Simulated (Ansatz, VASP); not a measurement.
# TePb in VASP and in Ansatz

The input INCAR:

```
PREC = Accurate
ENCUT = 520
EDIFF = 1E-6
ISMEAR = -1
SIGMA = 0.02
LREAL = F
LASPH = T
NELM = 100
ALGO = Normal
ISIF = 2
LWAVE = F
LCHARG = F
GGA = PE
NBANDS = 28
```

Contents of KPOINTS:

```
Automatic mesh
0
Gamma
  6 6 4
```

POSCAR

```
TePb
1.0
    4.5439516052      0.0000000000      0.0000000000
   -2.2719758026      3.9351775237      0.0000000000
    0.0000000000      0.0000000000      7.9257635448
Pb Te
2 2
Direct
    0.0000000000      0.0000000000      0.0000000000
    0.0000000000      0.0000000000      0.5000000000
    0.3333333333      0.6666666667      0.2500000000
    0.6666666667      0.3333333333      0.7500000000
```

Input for Ansatz:

```yaml
crystal:
  lattice:
    - [4.5439516052, 0.0, 0.0]
    - [-2.2719758026, 3.9351775237, 0.0]
    - [0.0, 0.0, 7.9257635448]
  atoms:
    - { symbol: Pb, position: [0.0, 0.0, 0.0] }
    - { symbol: Pb, position: [0.0, 0.0, 0.5] }
    - { symbol: Te, position: [0.3333333333, 0.6666666667, 0.25] }
    - { symbol: Te, position: [0.6666666667, 0.3333333333, 0.75] }
kpoints:
  mp_grid: { grid: [6, 6, 4] }
  band_path:
    path:
      - [[0.0, 0.0, 0.0], [0.5, 5.107305924756e-17, -4.108768819795e-35], [0.3333333333333, 0.3333333333333, -3.566397355482e-35], [0.0, 0.0, 0.0], [2.613498377217e-52, -2.565005391817e-52, 0.5], [0.5, 5.107305924756e-17, 0.5], [0.3333333333333, 0.3333333333333, 0.5], [2.613498377217e-52, -2.565005391817e-52, 0.5]]
      - [[0.5, 5.107305924756e-17, 0.5], [0.5, 5.107305924756e-17, -4.108768819795e-35]]
      - [[0.3333333333333, 0.3333333333333, 0.5], [0.3333333333333, 0.3333333333333, -3.566397355482e-35]]
    npoints: 10
hamiltonian:
  xc: pbe
scf:
  occupations: { method: fermi_dirac, width: 0.02 }
  n_extra_bands: 5
output:
  forces: true
  stress: true
  eigenvalues: true
```

Alike in both runs: task single point; functional PBE; k mesh 6 × 6 × 4; occupations fermi-dirac, width 0.02 eV; no spin polarisation.

|  | VASP | Ansatz |
| --- | --- | --- |
| version | VASP 6.6.1 | Ansatz 0.2.0 |
| potentials or method | VASP PAW PBE potentials, release 64 (Pb_d, Te) | plane waves, PAW |
| plane-wave cutoff (eV) | 520 | 420 |
| valence electrons in the cell | 40 | 60 |

|  | VASP | Ansatz | Ansatz less VASP |
| --- | --- | --- | --- |
| pressure (GPa) | 0.6 | 0.6 | +0.04 |

VASP's potentials hold 40 valence electrons a cell and Ansatz's 60, so a difference there can come from the potentials and not from the codes.

Spin-orbit coupling is off throughout.
